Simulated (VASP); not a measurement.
Runs of VASP 6.6.1 on MgS. The structure is that of space group Cmmm (No. 65), or close to it. The cells are those of the table. The cell was built from a structure type or drawn by symmetry, and may not be a known phase.

```tsv
task	cell	k mesh	cutoff (eV)	smearing	gap on the mesh (eV)	pressure (GPa)
single point	a = 3.075, b = 3.075, c = 4.590 Å, angles 90.0, 90.0, 112.0°, 2 atoms	6 × 6 × 4	520	gaussian 0.1 eV	(b)	-3.8
single point	a = 4.348, b = 4.348, c = 3.479 Å, angles 90.0, 90.0, 132.0°, 2 atoms	20 × 20 × 12	520	gaussian 0.1 eV	(a)	-0.2
relaxation of cell and atoms	relaxed from a = 4.348, b = 4.348, c = 3.479 Å, angles 90.0, 90.0, 132.0°, 2 atoms	8 × 8 × 8	600	gaussian 0.02 eV	2.07	0.0
single point	a = 4.348, b = 4.348, c = 3.479 Å, angles 90.0, 90.0, 132.0°, 2 atoms	8 × 8 × 8	520	gaussian 0.02 eV	2.06	-0.1
```

Alike in all rows: level PBE; potentials or basis VASP PAW PBE potentials, release 64 (Mg, S); no spin polarisation.

Q: Estimate the missing entries.

A: (a) 2.03; (b) none.

Caveats: some runs use coarse meshes.

A k mesh can miss the band edges.
